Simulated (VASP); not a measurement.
# Ti (Fm-3m) in VASP: further runs

Ti is run at these levels: PBE; tasks: single point.

Everything below comes from runs of VASP 6.6.1. Logs are shortened: lines on timing, memory, paths and dates and some standing lists are left out, and cuts for length are marked.

### Step 1. The cell of the first run

Symmetry: Fm-3m, No. 225, cubic system. Conventional cell: a = 3.849 Å, b = 3.849 Å, c = 3.849 Å, α = 90.00°, β = 90.00°, γ = 90.00°. Within 3.6 Å of Ti (site symmetry m-3m) lie 12 Ti at 2.72 Å.

### Step 2. Single point, PBE, collinear spin, ferromagnetic start

INCAR

```
SYSTEM = Ti
PREC = Accurate
ENCUT = 520
EDIFF = 1E-7
ISMEAR = 0
SIGMA = 0.15
LREAL = .FALSE.
LASPH = .TRUE.
NELM = 150
ALGO = Fast
ISIF = 2
LWAVE = .FALSE.
LCHARG = .TRUE.
ISPIN = 2
MAGMOM = 0.25
LORBIT = 11
NUPDOWN = 0.25
LMAXMIX = 4
GGA = PE
LELF = .TRUE.
LVHAR = .TRUE.
NBANDS = 16
```

KPOINTS

```
regular mesh
0
G
  20 20 20
  0 0 0
```

POSCAR

```
Ti
1.0
    0.0000000000      1.9243855913      1.9243855913
    1.9243855913      0.0000000000      1.9243855913
    1.9243855913      1.9243855913      0.0000000000
Ti
1
Direct
    0.0000000000      0.0000000000      0.0000000000
```

Potentials or basis: VASP PAW PBE potentials, release 64 (Ti_sv).

Launch:

```
cat potpaw_PBE.64/Ti_sv/POTCAR > POTCAR
mpirun -np 1 vasp_std > vasp.out
```

OUTCAR:

```text
SYSTEM = Ti
   PREC = Accurate
   ENCUT = 520
   EDIFF = 1E-7
   ISMEAR = 0
   LREAL = .FALSE.
   LASPH = .TRUE.
   NELM = 150
   ISIF = 2
   ISPIN = 2
   LORBIT = 11
   NUPDOWN = 0.25
   GGA = PE

 ion  position               nearest neighbor table
   1  0.000  0.000  0.000-

  LATTYP: Found a face centered cubic cell.
 ALAT       =     3.8487711826

  Lattice vectors:

 A1 = (   0.0000000000,   1.9243855913,   1.9243855913)
 A2 = (   1.9243855913,   0.0000000000,   1.9243855913)
 A3 = (   1.9243855913,   1.9243855913,   0.0000000000)

Analysis of symmetry for initial positions (statically):
=====================================================================
 Subroutine PRICEL returns:
 Original cell was already a primitive cell.

 Routine SETGRP: Setting up the symmetry group for a
 face centered cubic supercell.

 Subroutine GETGRP returns: Found 48 space group operations
 (whereof 48 operations were pure point group operations)
 out of a pool of 48 trial point group operations.

The static configuration has the point symmetry O_h .

Analysis of symmetry for dynamics (positions and initial velocities):
=====================================================================
 Subroutine PRICEL returns:
 Original cell was already a primitive cell.

 Routine SETGRP: Setting up the symmetry group for a
 face centered cubic supercell.

 Subroutine GETGRP returns: Found 48 space group operations
 (whereof 48 operations were pure point group operations)
 out of a pool of 48 trial point group operations.

The dynamic configuration has the point symmetry O_h .

Analysis of structural, dynamic, and magnetic symmetry:
=====================================================================
 Subroutine PRICEL returns:
 Original cell was already a primitive cell.

 Routine SETGRP: Setting up the symmetry group for a
 face centered cubic supercell.

 Subroutine GETGRP returns: Found 48 space group operations
 (whereof 48 operations were pure point group operations)
 out of a pool of 48 trial point group operations.

The overall configuration has the point symmetry O_h .

 Subroutine INISYM returns: Found 48 space group operations
 (whereof 48 operations are pure point group operations),
 and found     1 'primitive' translations

[... 103 lines left out ...]
   NELECT =      12.0000    total number of electrons
   NUPDOWN=       0.2500    fix difference up-down
   EMIN   =  10.00;   EMAX   =-10.00  energy-range for DOS
   EFERMI =   0.00;   METHOD = LEGACY
   ISMEAR =     0;   SIGMA  =   0.15  broadening in eV -4-tet -1-fermi 0-gaus
   EFERMI_NEDOS =   21; number of points for ismear=-14 and -15
   IALGO  =     68    algorithm
   IMIX   =      4    mixing-type and parameters
     AMIX     =   0.40;   BMIX     =  1.00
     AMIX_MAG =   1.60;   BMIX_MAG =  1.00
  volume/ion in A,a.u.               =      14.25        96.18
  Fermi-wavevector in a.u.,A,eV,Ry     =   1.545847  2.921227 32.513063  2.389643
  Thomas-Fermi vector in A             =   2.651167
   LORBIT       =     11    0 simple, 1 ext, 2 COOP (PROOUT), +10 PAW based schemes
   GGA     = PE    functional components
   LHFCALC =     F    Hartree Fock is set to
   AEXX    =    0.0000 exact exchange contribution
   IVDW    =     0    specifies the selected vdW correction
   LEPSILON=     F    determine dielectric tensor
   LRPA    =     F    only Hartree local field effects (RPA)
 spin polarized calculation
 RMM-DIIS sequential band-by-band and
 Gauss-broadening in eV      SIGMA  =   0.15
  energy-cutoff  :      520.00
  volume of cell :       14.25
 maximum number of plane-waves:       392
   NGX = 11   NGY = 11   NGZ = 11

 number of electron      11.9999994 magnetization       0.2500000

 Free energy of the ion-electron system (eV)
  ---------------------------------------------------
  ext. energy  EPLUGINS =         0.00000000
  ---------------------------------------------------
  free energy    TOTEN  =        -7.53108582 eV

  energy without entropy =       -7.51543267  energy(sigma->0) =       -7.52325924

 E-fermi :  10.4216     XC(G=0): -12.4599

 val. band max:       10.5900219896   @ k =  -0.3500   0.3000   0.0500
 cond. band min:      10.4220359855   @ k =  -0.1500   0.1500   0.0500
 fundamental gap:     -0.1679860041
 Fermi energy:        10.5952961421

 spin component 1

 k-point     1 :       0.0000    0.0000    0.0000
  band No.  band energies     occupation
      1     -46.0035      1.00000
      2     -21.5426      1.00000
      3     -21.5426      1.00000
      4     -21.5426      1.00000
      5       3.8951      1.00000
      6      11.3696      0.00000
[... 435 lines left out ...]
      5       7.1476      1.00000
      6      10.6857      0.19703
[... 8 lines left out ...]
     15      35.8277      0.00000
     16      36.0022      0.00000

 [... further k-points ...]

 spin component 2

 k-point     1 :       0.0000    0.0000    0.0000
  band No.  band energies     occupation
      1     -45.8503      1.00000
      2     -21.3912      1.00000
      3     -21.3912      1.00000
      4     -21.3912      1.00000
      5       4.1039      1.00000
      6      11.5688      0.00000
[... 435 lines left out ...]
      5       7.3668      1.00000
      6      10.8802      0.00001
[... 8 lines left out ...]
     15      36.0002      0.00000
     16      36.1944      0.00000

 [... further k-points ...]

------------------------ aborting loop because EDIFF is reached ----------------------------------------

  FORCE on cell =-STRESS in cart. coord.  units (eV):
  Direction    XX          YY          ZZ          XY          YZ          ZX
  --------------------------------------------------------------------------------------
  -------------------------------------------------------------------------------------
  Total        2.6173569      2.6173569      2.6173569      0.0000000      0.0000000     -0.0000000
  in kB      294.2166445    294.2166445    294.2166445      0.0000000      0.0000000     -0.0000000
  external PRESSURE =     294.2166445 kB  Pullay stress =       0.0000000 kB

 VOLUME and BASIS-vectors are now :
 -----------------------------------------------------------------------------
  energy-cutoff  :      520.00
  volume of cell :       14.25
      direct lattice vectors                 reciprocal lattice vectors
     0.000000000  1.924385591  1.924385591    -0.259823188  0.259823188  0.259823188
     1.924385591  0.000000000  1.924385591     0.259823188 -0.259823188  0.259823188
     1.924385591  1.924385591  0.000000000     0.259823188  0.259823188 -0.259823188

 POSITION                                       TOTAL-FORCE (eV/Angst)
 -----------------------------------------------------------------------------------
      0.00000      0.00000      0.00000        -0.000000      0.000000     -0.000000
 -----------------------------------------------------------------------------------
    total drift:                               -0.000000     -0.000000     -0.000000

  FREE ENERGIE OF THE ION-ELECTRON SYSTEM (eV)
  ---------------------------------------------------
  free  energy   TOTEN  =        -7.5310858156 eV

  energy  without entropy=       -7.5154326731  energy(sigma->0) =       -7.52325924

 total charge

# of ion       s       p       d       tot
------------------------------------------
    1        2.291   6.154   2.089  10.533

 magnetization (x)

# of ion       s       p       d       tot
------------------------------------------
    1        0.003   0.023   0.156   0.182
```

It took 4.7 min on 1 thread of AMD EPYC 7R13, shared host; peak memory 0.17 GiB.

What came out:

* Free energy: -7.5311 eV
* Pressure: 29.4 GPa
* Net moment: 0.25 μB per cell
* Site moments: Ti +0.18 μB
* Valence electrons inside the program's atomic spheres: Ti 10.53

Caveat: the total moment is fixed, so each spin has its own Fermi level.

### Step 3. Single point, PBE, collinear spin, ferromagnetic start

INCAR

```
PREC     = Accurate       # precision mode
ENCUT    = 520            # plane-wave cutoff, eV
EDIFF    = 1E-6           # SCF threshold, eV
ISMEAR   = 0              # smearing method
SIGMA    = 0.15           # smearing width, eV
LREAL    = False          # projectors in reciprocal space
LASPH    = True           # aspherical terms in the spheres
NELM     = 150            # most SCF steps
ALGO     = Normal         # electronic algorithm
ISIF     = 2              # what is computed and relaxed
LWAVE    = False          # write WAVECAR
LCHARG   = False          # write CHGCAR
ISPIN    = 2              # spin polarisation
MAGMOM   = 1              # initial moments
LORBIT   = 11             # projections on sites
NUPDOWN  = 1.0            # fixed moment
LMAXMIX  = 4              # l up to which the mixer works
GGA      = PE             # functional
NBANDS   = 16             # bands
```

KPOINTS

```
Automatic mesh
0
Gamma
  20 20 20
```

POSCAR is that of step 2.

Potentials or basis: VASP PAW PBE potentials, release 64 (Ti_sv).

Launch:

```
cat potpaw_PBE.64/Ti_sv/POTCAR > POTCAR
mpirun -np 1 vasp_std > vasp.out
```

Wall time 2.2 min (1 thread of AMD EPYC 7R13, shared host); peak memory 0.17 GiB.

Results (log left out):

* Free energy: -7.3560 eV
* Pressure: 34.3 GPa
* Net moment: 1.00 μB per cell
* Site moments: Ti +0.73 μB
* Valence electrons inside the program's atomic spheres: Ti 10.54

Caveat: the total moment is fixed, so each spin has its own Fermi level.

### Step 4. Single point, PBE, collinear spin, ferromagnetic start

INCAR

```
SYSTEM = Ti
PREC = Accurate
ENCUT = 520
EDIFF = 1E-6
ISMEAR = 0
SIGMA = 0.15
LREAL = .False.
LASPH = .True.
NELM = 150
ALGO = Fast
ISIF = 2
LWAVE = .False.
LCHARG = .False.
ISPIN = 2
MAGMOM = 0.875
LORBIT = 11
NUPDOWN = 0.875
LMAXMIX = 4
GGA = PE
NBANDS = 16
```

KPOINTS

```
regular mesh
0
Gamma
  20 20 20
  0 0 0
```

POSCAR is that of step 3.

Potentials or basis: VASP PAW PBE potentials, release 64 (Ti_sv).

Launch:

```
cat potpaw_PBE.64/Ti_sv/POTCAR > POTCAR
mpirun -np 1 vasp_std > vasp.out
```

OUTCAR:

```text
SYSTEM = Ti
   PREC = Accurate
   ENCUT = 520
   EDIFF = 1E-6
   ISMEAR = 0
   LREAL = .False.
   LASPH = .True.
   NELM = 150
   ISIF = 2
   ISPIN = 2
   LORBIT = 11
   NUPDOWN = 0.875
   GGA = PE

 ion  position               nearest neighbor table
   1  0.000  0.000  0.000-

  LATTYP: Found a face centered cubic cell.
 ALAT       =     3.8487711826

  Lattice vectors:

 A1 = (   0.0000000000,   1.9243855913,   1.9243855913)
 A2 = (   1.9243855913,   0.0000000000,   1.9243855913)
 A3 = (   1.9243855913,   1.9243855913,   0.0000000000)

Analysis of symmetry for initial positions (statically):
=====================================================================
 Subroutine PRICEL returns:
 Original cell was already a primitive cell.

 Routine SETGRP: Setting up the symmetry group for a
 face centered cubic supercell.

 Subroutine GETGRP returns: Found 48 space group operations
 (whereof 48 operations were pure point group operations)
 out of a pool of 48 trial point group operations.

The static configuration has the point symmetry O_h .

Analysis of symmetry for dynamics (positions and initial velocities):
[... 639 lines left out ...]
 spin component 2

 k-point     1 :       0.0000    0.0000    0.0000
  band No.  band energies     occupation
      1     -45.6155      1.00000
      2     -21.1594      1.00000
      3     -21.1594      1.00000
      4     -21.1594      1.00000
      5       4.3771      1.00000
      6      11.8423      0.00000
[... 435 lines left out ...]
      5       7.6566      1.00000
      6      11.1428      0.00000
[... 8 lines left out ...]
     15      36.2435      0.00000
     16      36.4579      0.00000

 [... further k-points ...]

------------------------ aborting loop because EDIFF is reached ----------------------------------------

  FORCE on cell =-STRESS in cart. coord.  units (eV):
  Direction    XX          YY          ZZ          XY          YZ          ZX
  --------------------------------------------------------------------------------------
  -------------------------------------------------------------------------------------
  Total        2.9374177      2.9374177      2.9374177      0.0000000      0.0000000     -0.0000000
  in kB      330.1946341    330.1946341    330.1946341      0.0000000      0.0000000     -0.0000000
  external PRESSURE =     330.1946341 kB  Pullay stress =       0.0000000 kB

 VOLUME and BASIS-vectors are now :
 -----------------------------------------------------------------------------
  energy-cutoff  :      520.00
  volume of cell :       14.25
      direct lattice vectors                 reciprocal lattice vectors
     0.000000000  1.924385591  1.924385591    -0.259823188  0.259823188  0.259823188
     1.924385591  0.000000000  1.924385591     0.259823188 -0.259823188  0.259823188
     1.924385591  1.924385591  0.000000000     0.259823188  0.259823188 -0.259823188

 POSITION                                       TOTAL-FORCE (eV/Angst)
 -----------------------------------------------------------------------------------
      0.00000      0.00000      0.00000         0.000000     -0.000000      0.000000
 -----------------------------------------------------------------------------------
    total drift:                               -0.000000     -0.000000     -0.000000

  FREE ENERGIE OF THE ION-ELECTRON SYSTEM (eV)
  ---------------------------------------------------
  free  energy   TOTEN  =        -7.4022554869 eV

  energy  without entropy=       -7.3879306858  energy(sigma->0) =       -7.39509309

 total charge

# of ion       s       p       d       tot
------------------------------------------
    1        2.294   6.158   2.086  10.537

 magnetization (x)

# of ion       s       p       d       tot
------------------------------------------
    1        0.010   0.075   0.555   0.640
```

stdout:

```text
POSCAR found type information on POSCAR Ti
 POSCAR found :  1 types and       1 ions
 scaLAPACK will be used
 LDA part: xc-table for (Slater+PW92), standard interpolation
 POSCAR, INCAR and KPOINTS ok, starting setup
 FFT: planning ... GRIDC
 FFT: planning ... GRID_SOFT
 FFT: planning ... GRID
 WAVECAR not read
 entering main loop
WARNING in EDDRMM: call to ZHEGV failed, returncode =   8  4     15
WARNING in EDDRMM: call to ZHEGV failed, returncode =   8  4      7
WARNING in EDDRMM: call to ZHEGV failed, returncode =   8  4     16
WARNING in EDDRMM: call to ZHEGV failed, returncode =   6  3     12
WARNING in EDDRMM: call to ZHEGV failed, returncode =   6  3     10
WARNING in EDDRMM: call to ZHEGV failed, returncode =   6  3     12
WARNING in EDDRMM: call to ZHEGV failed, returncode =   6  3     15
WARNING in EDDRMM: call to ZHEGV failed, returncode =   6  3     12
WARNING in EDDRMM: call to ZHEGV failed, returncode =   8  4     11
```

Run time: 3.8 min. Hardware: 1 thread of AMD EPYC 7R13, shared host; peak memory 0.17 GiB.

What came out:

| Property | Result |
| --- | --- |
| Free energy | -7.4023 eV |
| Pressure | 33.0 GPa |
| Net moment | 0.87 μB per cell |
| Site moments | Ti +0.64 μB |
| Valence electrons inside the program's atomic spheres | Ti 10.54 |

Caveat: the total moment is fixed, so each spin has its own Fermi level.

### Step 5. Summary

```csv
fixed moment (μB),pressure (GPa),moment (μB)
0.25,29.4,0.25
1.0,34.3,1.00
0.875,33.0,0.87
```

Alike in all rows: task single point; level PBE; potentials or basis VASP PAW PBE potentials, release 64 (Ti_sv); spin collinear, ferromagnetic start; cell as given; k mesh 20 × 20 × 20; cutoff (eV) 520; smearing gaussian 0.15 eV.

Caveats: the total moment is fixed, so each spin has its own Fermi level.

Total energies depend on the potentials used, so only differences within one code and one set of settings carry meaning.
